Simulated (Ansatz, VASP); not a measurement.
## W in VASP and in Ansatz

Contents of POSCAR:

```
W
1.0
    0.0000000000      2.1820103441      1.7019680684
    2.1820103441      0.0000000000      1.7019680684
    2.1820103441      2.1820103441      0.0000000000
W
1
Direct
    0.0000000000      0.0000000000      0.0000000000
```

File INCAR.step1:

```
SYSTEM = W
ALGO = Normal
EDIFF = 1E-4
ENCUT = 520
GGA = PE
ISMEAR = 0
LASPH = .TRUE.
LCHARG = .FALSE.
LREAL = .FALSE.
LWAVE = .TRUE.
NBANDS = 13
NELM = 100
PREC = Accurate
SIGMA = 0.15
```

Contents of INCAR.step2:

```
SYSTEM = W
ALGO = Normal
EDIFF = 1E-7
ENCUT = 520
ISIF = 2
ISMEAR = 0
ISTART = 1
LASPH = .TRUE.
LCHARG = .FALSE.
LMIXTAU = .TRUE.
LREAL = .FALSE.
LWAVE = .FALSE.
METAGGA = R2SCAN
NBANDS = 13
NELM = 100
PREC = Accurate
SIGMA = 0.15
```

KPOINTS

```
k-points
0
G
  28 28 28
  0 0 0
```

Input for Ansatz:

```yaml
crystal:
  lattice:
    - [0.0, 2.1820103441, 1.7019680684]
    - [2.1820103441, 0.0, 1.7019680684]
    - [2.1820103441, 2.1820103441, 0.0]
  atoms:
    - { symbol: W, position: [0.0, 0.0, 0.0] }
basis:
  ecutwfc: 500
kpoints:
  mp_grid: { grid: [28, 28, 28] }
hamiltonian:
  xc: r2scan
scf:
  occupations: { method: gaussian, width: 0.15 }
output:
  forces: true
  stress: true
  eigenvalues: true
```

Alike in both runs: task single point; functional r2SCAN; k mesh 28 × 28 × 28; occupations gaussian, width 0.15 eV; no spin polarisation.

```csv
,VASP,Ansatz
version,VASP 6.6.1,Ansatz 0.2.0
potentials or method,"VASP PAW PBE potentials, release 64 (W_sv), cutoff 520 eV","scalar-relativistic, plane waves, PAW"
valence electrons in the cell,14,14
```

|  | VASP | Ansatz | Ansatz less VASP |
| --- | --- | --- | --- |
| gap on the k mesh at the Fermi level (eV) | none | none | - |
| pressure (GPa) | -3.2 | -4.3 | -1.13 |
| traceless stress, the component that is largest in VASP (GPa) | -18.15 | -18.23 | -0.080 |

VASP's potentials were made for PBE, not for r2SCAN. A gap of «none» marks a metal or a gap that the smearing closes.

Neither program's run includes spin-orbit coupling.
